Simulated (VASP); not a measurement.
Write the native input for VASP 6.6.1 that does the following.

```
Task                   : single point
Functional             : LDA
Potentials or basis    : VASP PAW LDA potentials, release 64 (Ta_sv_GW, N_h)
Cutoff                 : 1330 eV
k mesh                 : 18 × 18 × 18
Occupations            : gaussian, width 0.15 eV
Spin                   : no spin polarisation
Dipole correction      : no
Further INCAR settings : ALGO = Normal; EDIFF = 1e-06; NBANDS = 16
```

The structure of TaN lies in POSCAR:

```
TaN
1.0
    0.0000000000      2.1557928146      2.1557928146
    2.1557928146      0.0000000000      2.1557928146
    2.1557928146      2.1557928146      0.0000000000
Ta N
1 1
Direct
    0.4978278253      0.5021721747      0.5021721747
    0.0280609990     -0.0280609990     -0.0280609990
```

This cell differs from its parent crystal: atoms displaced along a vibrational mode, the cell strained.

The input as run:

INCAR

```
  PREC = Accurate
  ENCUT = 1330
  EDIFF = 1E-6
  ISMEAR = 0
  SIGMA = 0.15
  LREAL = False
  LASPH = True
  NELM = 120
  ALGO = Normal
  ISIF = 2
  LWAVE = False
  LCHARG = False
  GGA = CA
  NBANDS = 16
  GGA_COMPAT = False
```

KPOINTS

```
regular mesh
0
Gamma
  18 18 18
```

Potentials or basis: VASP PAW LDA potentials, release 64 (Ta_sv_GW, N_h).

The run is started by

```bash
$ cat potpaw_LDA.64/Ta_sv_GW/POTCAR potpaw_LDA.64/N_h/POTCAR > POTCAR
$ mpirun -np 1 vasp_std > vasp.out
```

It gave:

| Quantity | Value |
| --- | --- |
| Pressure | 15.6 GPa |
| Largest force | 1.502 eV/Å |
| Band gap on the k mesh | zero (bands 9 and 10 overlap by 3.89 eV) |

Caveat: the cell differs from its parent crystal (atoms displaced along a vibrational mode, the cell strained); the stress differs along the axes, from 12 to 23 GPa; spin-orbit coupling is left out, which moves the levels of the heavy elements; forces of over 1 eV/Å act on the atoms, so gaps and moduli don't describe the material at rest.

Run time: 6.8 min on 1 thread of Intel(R) Xeon(R) Platinum 8488C (Sapphire Rapids), with other jobs on the host, peak memory 0.75 GiB.
